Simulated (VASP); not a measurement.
P, 2 atoms in the cell. It takes space group Fd-3m (No. 227, cubic). Conventional cell: a = 5.754 Å, b = 5.754 Å, c = 5.754 Å, α = 90.00°, β = 90.00°, γ = 90.00°. P (site symmetry -43m) has 4 P at 2.49 Å within 3.3 Å.  This cell differs from its parent crystal: volume scaled by 1.12.

* Program: VASP 6.6.1
* Task: single point
* Functional: RPBE
* Potentials or basis: VASP PAW PBE potentials, release 64 (P)
* Cutoff: 520 eV
* k mesh: 11 × 11 × 11
* Occupations: fermi-dirac, width 0.1 eV
* Spin: no spin polarisation
* Dipole correction: no
* Further INCAR settings: ALGO = Normal; EDIFF = 1e-06; NBANDS = 12

Potentials or basis: VASP PAW PBE potentials, release 64 (P).

Launch:

```sh
$ cat potpaw_PBE.64/P/POTCAR > POTCAR
$ mpirun -np 1 vasp_std > vasp.out
```

Hardware: 1 thread of Intel Xeon 6975P-C, on a shared host.

Task: Estimate the wall time of this run.

Result: Run time: 53 s on 1 thread of Intel Xeon 6975P-C (shared host), peak memory 0.17 GiB. Counts: scf iterations 12, k points 56.
